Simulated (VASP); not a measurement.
# Rh (P6_3/mmc) in VASP: notebook

The runs below take Rh through single point, with PBE, LDA.

All numbers are computed with VASP 6.6.1; they aren't measurements. Logs are shortened: lines on timing, memory, paths and dates and some standing lists are left out, and cuts for length are marked.

### 1 The cell of the first run

The structure is hexagonal, space group P6_3/mmc (No. 194). The conventional cell has a = 2.731 Å, b = 2.731 Å, c = 4.428 Å, α = 90.00°, β = 90.00°, γ = 120.00°. Rh (site symmetry -6m2) has 12 Rh at 2.72 to 2.73 Å within 3.6 Å.

### 2 Single point, PBE

INCAR reads:

```
PREC = Accurate
ENCUT = 500
EDIFF = 1E-6
ISMEAR = 0
SIGMA = 0.1
LREAL = False
LASPH = True
NELM = 120
ALGO = Normal
ISIF = 2
LWAVE = False
LCHARG = True
GGA = PE
LELF = True
LVHAR = True
NBANDS = 22
GGA_COMPAT = False
```

KPOINTS reads:

```
regular mesh
0
Gamma
  6 6 4
```

POSCAR reads:

```
Rh
1.0
    2.7309790422      0.0000000000      0.0000000000
   -1.3654895211      2.3650972278      0.0000000000
    0.0000000000      0.0000000000      4.4284890000
Rh
2
Direct
    0.6666666667      0.3333333333      0.7500000000
    0.3333333333      0.6666666667      0.2500000000
```

Potentials or basis: VASP PAW PBE potentials, release 64 (Rh_pv).

Run with:

```bash
cat potpaw_PBE.64/Rh_pv/POTCAR > POTCAR
mpirun -np 1 vasp_std > vasp.out
```

OUTCAR:

```text
PREC = Accurate
   ENCUT = 500
   EDIFF = 1E-6
   ISMEAR = 0
   LREAL = False
   LASPH = True
   NELM = 120
   ISIF = 2
   GGA = PE

 ion  position               nearest neighbor table
   1  0.667  0.333  0.750-   2 2.72   2 2.72   2 2.72   2 2.72   2 2.72   2 2.72
   2  0.333  0.667  0.250-   1 2.72   1 2.72   1 2.72   1 2.72   1 2.72   1 2.72

  LATTYP: Found a hexagonal cell.
 ALAT       =     2.7309790422
 C/A-ratio  =     1.6215756077

  Lattice vectors:

 A1 = (   2.7309790422,   0.0000000000,   0.0000000000)
 A2 = (  -1.3654895211,   2.3650972278,   0.0000000000)
 A3 = (   0.0000000000,   0.0000000000,   4.4284890000)

Analysis of symmetry for initial positions (statically):
=====================================================================
 Subroutine PRICEL returns:
 Original cell was already a primitive cell.

 Routine SETGRP: Setting up the symmetry group for a
 hexagonal supercell.

 Subroutine GETGRP returns: Found 24 space group operations
 (whereof 12 operations were pure point group operations)
 out of a pool of 24 trial point group operations.

The static configuration has the point symmetry D_3d.
 The point group associated with its full space group is D_6h.

Analysis of symmetry for dynamics (positions and initial velocities):
=====================================================================
 Subroutine PRICEL returns:
 Original cell was already a primitive cell.

 Routine SETGRP: Setting up the symmetry group for a
 hexagonal supercell.

 Subroutine GETGRP returns: Found 24 space group operations
 (whereof 12 operations were pure point group operations)
 out of a pool of 24 trial point group operations.

The dynamic configuration has the point symmetry D_3d.
 The point group associated with its full space group is D_6h.

 Subroutine INISYM returns: Found 24 space group operations
 (whereof 12 operations are pure point group operations),
 and found     1 'primitive' translations

----------------------------------------------------------------------------------------

                                     Primitive cell

  volume of cell :      28.6037

  direct lattice vectors                    reciprocal lattice vectors
     2.730979042  0.000000000  0.000000000     0.366169049  0.211407799  0.000000000
    -1.365489521  2.365097228  0.000000000     0.000000000  0.422815599  0.000000000
     0.000000000  0.000000000  4.428489000     0.000000000  0.000000000  0.225810655

  length of vectors
     2.730979042  2.730979042  4.428489000     0.422815599  0.422815599  0.225810655

  position of ions in fractional coordinates (direct lattice)
     0.666666667  0.333333333  0.750000000
     0.333333333  0.666666667  0.250000000

  ion indices of the primitive-cell ions
   primitive index   ion index
                 1           1
                 2           2

----------------------------------------------------------------------------------------

 KPOINTS: regular mesh

Automatic generation of k-mesh.
 Grid dimensions read from file:
 generate k-points for:    6    6    4

 Generating k-lattice:

  Cartesian coordinates                     Fractional coordinates (reciprocal lattice)
     0.061028175  0.035234633  0.000000000     0.166666667  0.000000000  0.000000000
     0.000000000  0.070469266  0.000000000     0.000000000  0.166666667  0.000000000
     0.000000000  0.000000000  0.056452664     0.000000000  0.000000000  0.250000000

  Length of vectors
     0.070469266  0.070469266  0.056452664

  Shift w.r.t. Gamma in fractional coordinates (k-lattice)
     0.000000000  0.000000000  0.000000000

 Subroutine IBZKPT returns following result:
 ===========================================

 Found     21 irreducible k-points:

 Following reciprocal coordinates:
            Coordinates               Weight
  0.000000  0.000000  0.000000      1.000000
  0.166667  0.000000  0.000000      6.000000
  0.333333  0.000000  0.000000      6.000000
  0.500000  0.000000  0.000000      3.000000
  0.166667  0.166667  0.000000      6.000000
  0.333333  0.166667  0.000000     12.000000
[... 13 lines left out ...]
  0.333333  0.166667  0.500000     12.000000
  0.333333  0.333333  0.500000      2.000000
   k-points           NKPTS =     21   k-points in BZ     NKDIM =     21   number of bands    NBANDS=     22
   number of dos      NEDOS =    301   number of ions     NIONS =      2
   total plane-waves  NPLWV =  12800
   dimension x,y,z NGX =    20 NGY =   20 NGZ =   32
   dimension x,y,z NGXF=    40 NGYF=   40 NGZF=   64
   ions per type =               2
   NGX,Y,Z   is equivalent  to a cutoff of  12.17, 12.17, 12.01 a.u.
   NGXF,Y,Z  is equivalent  to a cutoff of  24.35, 24.35, 24.03 a.u.
 SYSTEM =  unknown system
   PREC   = accura    normal or accurate (medium, high low for compatibility)
   ISTART =      0    job   : 0-new  1-cont  2-samecut
   ICHARG =      2    charge: 1-file 2-atom 10-const
   ISPIN  =      1    spin polarized calculation?
   LNONCOLLINEAR =      F non collinear calculations
   LSORBIT =      F    spin-orbit coupling
   LASPH  =      T    aspherical Exc in radial PAW
   ENCUT  =  500.0 eV  36.75 Ry    6.06 a.u.   4.98  4.98  8.07*2*pi/ulx,y,z
   NELM   =    120;   NELMIN=  2; NELMDL= -5     # of ELM steps
   EDIFF  = 0.1E-05   stopping-criterion for ELM
   LREAL  =      F    real-space projection
   EDIFFG = 0.1E-04   stopping-criterion for IOM
   NSW    =      0    number of steps for IOM
   IBRION =     -1    ionic relax: 0-MD 1-quasi-New 2-CG
   NFREE  =      0    steps in history (QN), initial steepest desc. (CG)
   ISIF   =      2    stress and relaxation
   ISYM   =      2    0-nonsym 1-usesym 2-fastsym
   POTIM  = 0.5000    time-step for ionic-motion
   TEBEG  =    0.0;   TEEND  =   0.0 temperature during run
   PSTRESS=    0.0 pullay stress
   NELECT =      30.0000    total number of electrons
   NUPDOWN=      -1.0000    fix difference up-down
   EMIN   =  10.00;   EMAX   =-10.00  energy-range for DOS
   EFERMI =   0.00;   METHOD = LEGACY
   ISMEAR =     0;   SIGMA  =   0.10  broadening in eV -4-tet -1-fermi 0-gaus
   EFERMI_NEDOS =   21; number of points for ismear=-14 and -15
   IALGO  =     38    algorithm
   IMIX   =      4    mixing-type and parameters
     AMIX     =   0.40;   BMIX     =  1.00
     AMIX_MAG =   1.60;   BMIX_MAG =  1.00
  volume/ion in A,a.u.               =      14.30        96.51
  Fermi-wavevector in a.u.,A,eV,Ry     =   1.663314  3.143208 37.642066  2.766614
  Thomas-Fermi vector in A             =   2.750053
   LORBIT       =      0    0 simple, 1 ext, 2 COOP (PROOUT), +10 PAW based schemes
   GGA     = PE    functional components
   LHFCALC =     F    Hartree Fock is set to
   AEXX    =    0.0000 exact exchange contribution
   IVDW    =     0    specifies the selected vdW correction
   LEPSILON=     F    determine dielectric tensor
   LRPA    =     F    only Hartree local field effects (RPA)
 non-spin polarized calculation
 Gauss-broadening in eV      SIGMA  =   0.10
  energy-cutoff  :      500.00
  volume of cell :       28.60
 maximum number of plane-waves:       756
 NGX is ok and might be reduce to    20
   NGX =  9   NGY =  9   NGZ = 17

 number of electron      30.0000011 magnetization

 Free energy of the ion-electron system (eV)
  ---------------------------------------------------
  ext. energy  EPLUGINS =         0.00000000
  ---------------------------------------------------
  free energy    TOTEN  =       -14.41685302 eV

  energy without entropy =      -14.40367815  energy(sigma->0) =      -14.41026558

 E-fermi :  11.1749     XC(G=0): -13.7777

 val. band max:       11.1744400023   @ k =   0.1667   0.1667   0.0000
 cond. band min:      11.1884110216   @ k =   0.3333   0.3333   0.0000
 fundamental gap:      0.0139710193
 Fermi energy:        11.1748713936

 k-point     1 :       0.0000    0.0000    0.0000
  band No.  band energies     occupation
      1     -35.7879      2.00000
      2     -35.1766      2.00000
      3     -35.1766      2.00000
      4     -35.1388      2.00000
      5     -35.0837      2.00000
      6     -35.0837      2.00000
[... 14 lines left out ...]
     21      29.3274      0.00000
     22      29.9529      0.00000

 k-point     2 :       0.1667    0.0000    0.0000
  band No.  band energies     occupation
      1     -35.7340      2.00000
      2     -35.2957      2.00000
      3     -35.2145      2.00000
      4     -35.2059      2.00000
      5     -35.1621      2.00000
      6     -35.1036      2.00000
[... 14 lines left out ...]
     21      29.7268      0.00000
     22      29.9904      0.00000

 k-point     3 :       0.3333    0.0000    0.0000
  band No.  band energies     occupation
      1     -35.6035      2.00000
      2     -35.5346      2.00000
      3     -35.4403      2.00000
      4     -35.2863      2.00000
      5     -35.2311      2.00000
      6     -35.1466      2.00000
[... 14 lines left out ...]
     21      26.0619      0.00000
     22      27.0387      0.00000

 k-point     4 :       0.5000    0.0000    0.0000
  band No.  band energies     occupation
      1     -35.6541      2.00000
      2     -35.5532      2.00000
      3     -35.5073      2.00000
      4     -35.3209      2.00000
      5     -35.2964      2.00000
      6     -35.1690      2.00000
[... 14 lines left out ...]
     21      24.1926      0.00000
     22      25.0945      0.00000

 k-point     5 :       0.1667    0.1667    0.0000
  band No.  band energies     occupation
      1     -35.6407      2.00000
      2     -35.4267      2.00000
      3     -35.4101      2.00000
      4     -35.2565      2.00000
      5     -35.2093      2.00000
      6     -35.1698      2.00000
[... 342 lines left out ...]
 k-point    19 :       0.1667    0.1667    0.5000
  band No.  band energies     occupation
      1     -35.5554      2.00000
      2     -35.5554      2.00000
      3     -35.2917      2.00000
      4     -35.2917      2.00000
      5     -35.2102      2.00000
      6     -35.2102      2.00000
[... 14 lines left out ...]
     21      26.9373      0.00000
     22      26.9373      0.00000

 k-point    20 :       0.3333    0.1667    0.5000
  band No.  band energies     occupation
      1     -35.6533      2.00000
      2     -35.6533      2.00000
      3     -35.3584      2.00000
      4     -35.3584      2.00000
      5     -35.2389      2.00000
      6     -35.2389      2.00000
[... 14 lines left out ...]
     21      25.0476      0.00000
     22      25.0476      0.00000

 k-point    21 :       0.3333    0.3333    0.5000
  band No.  band energies     occupation
      1     -35.6174      2.00000
      2     -35.6174      2.00000
      3     -35.4616      2.00000
      4     -35.4616      2.00000
      5     -35.2375      2.00000
      6     -35.2375      2.00000
[... 14 lines left out ...]
     21      21.2890      0.00000
     22      21.2890      0.00000

------------------------ aborting loop because EDIFF is reached ----------------------------------------

  FORCE on cell =-STRESS in cart. coord.  units (eV):
  Direction    XX          YY          ZZ          XY          YZ          ZX
  --------------------------------------------------------------------------------------
  -------------------------------------------------------------------------------------
  Total       -0.2751636     -0.2751636     -1.2227056      0.0000000      0.0000000      0.0000000
  in kB      -15.4126939    -15.4126939    -68.4872234      0.0000000      0.0000000      0.0000000
  external PRESSURE =     -33.1042037 kB  Pullay stress =       0.0000000 kB

 VOLUME and BASIS-vectors are now :
 -----------------------------------------------------------------------------
  energy-cutoff  :      500.00
  volume of cell :       28.60
      direct lattice vectors                 reciprocal lattice vectors
     2.730979042  0.000000000  0.000000000     0.366169049  0.211407799  0.000000000
    -1.365489521  2.365097228  0.000000000     0.000000000  0.422815599  0.000000000
     0.000000000  0.000000000  4.428489000     0.000000000  0.000000000  0.225810655

 POSITION                                       TOTAL-FORCE (eV/Angst)
 -----------------------------------------------------------------------------------
      1.36549      0.78837      3.32137         0.000000      0.000000      0.000000
     -0.00000      1.57673      1.10712        -0.000000     -0.000000      0.000000
 -----------------------------------------------------------------------------------
    total drift:                               -0.000000      0.000000     -0.000000

  FREE ENERGIE OF THE ION-ELECTRON SYSTEM (eV)
  ---------------------------------------------------
  free  energy   TOTEN  =       -14.4168530214 eV

  energy  without entropy=      -14.4036781470  energy(sigma->0) =      -14.41026558
```

Run time: 9.5 s. Hardware: 1 thread of Intel Xeon Platinum 8375C at 2.90GHz (Ice Lake), shared host; peak memory 0.14 GiB.

Results:

```
Free energy            : -14.4169 eV
Pressure               : -3.3 GPa
Band gap on the k mesh : zero (band 15 reaches 11.88 eV, above the bottom of band 16 at 9.59 eV)
```

Stress tensor (GPa, compression positive):
```
-1.54  0.00  0.00
 0.00 -1.54  0.00
 0.00  0.00 -6.85
```

Levels at points of the mesh, in eV from the Fermi level:
```csv
k point,band 11,band 12,band 13,band 14,band 15,band 16,band 17,band 18,band 19,band 20
"(0.00, 0.00, 0.00)",-2.72,-2.24,-2.24,-1.69,-1.69,0.22,0.22,0.84,8.32,16.01
"(0.50, 0.00, 0.00)",-2.47,-2.02,-1.92,0.53,0.66,0.82,3.03,5.07,10.18,10.58
"(0.00, 0.00, 0.50)",-2.83,-2.83,-2.83,-2.83,-0.32,-0.32,-0.32,-0.32,14.75,14.75
"(0.50, 0.00, 0.50)",-1.47,-1.47,-0.18,-0.18,0.70,0.70,2.74,2.74,9.08,9.08
```

Caveat: the k points lie up to 0.44 Å⁻¹ apart.

### 3 Single point, LDA

INCAR reads:

```
SYSTEM = Rh
  PREC = Accurate
  ENCUT = 500
  EDIFF = 1E-6
  ISMEAR = 0
  SIGMA = 0.1
  LREAL = .False.
  LASPH = .True.
  NELM = 120
  ALGO = Normal
  ISIF = 2
  LWAVE = .False.
  LCHARG = .False.
  GGA = CA
  NBANDS = 22
  NELECT = 28.0
  GGA_COMPAT = .False.
```

KPOINTS reads:

```
Automatic mesh
0
Gamma
  6 6 4
  0 0 0
```

POSCAR is that of step 2.

Potentials or basis: VASP PAW LDA potentials, release 64 (Rh_pv).

Run with:

```bash
cat potpaw_LDA.64/Rh_pv/POTCAR > POTCAR
mpirun -np 1 vasp_std > vasp.out
```

Run time: 7.1 s. Hardware: 1 thread of Intel Xeon Platinum 8375C at 2.90GHz (Ice Lake), shared host; peak memory 0.12 GiB.

The run converged. Its results:

| Property | Result |
| --- | --- |
| Free energy | -37.8896 eV |

Levels at points of the mesh, in eV from the Fermi level:
```csv
k point,band 10,band 11,band 12,band 13,band 14,band 15,band 16,band 17,band 18,band 19
"(0.00, 0.00, 0.00)",-2.12,-2.12,-1.70,-1.70,-1.13,-1.13,0.65,0.65,2.65,9.17
"(0.50, 0.00, 0.00)",-2.30,-1.71,-1.37,-0.85,0.86,1.04,1.12,4.02,6.07,11.47
"(0.00, 0.00, 0.50)",-2.22,-2.22,-2.22,-1.93,-1.93,0.12,0.12,0.12,0.12,16.33
"(0.50, 0.00, 0.50)",-3.61,-0.89,-0.89,0.45,0.45,1.02,1.02,4.16,4.16,10.03
```

Caveat: the k points lie up to 0.44 Å⁻¹ apart; the cell carries a net charge on a neutralising background, which shifts energy and pressure; the cell is charged against a uniform background, so pressure and absolute levels hang on convention.

(Continued in part 2 of 2.)
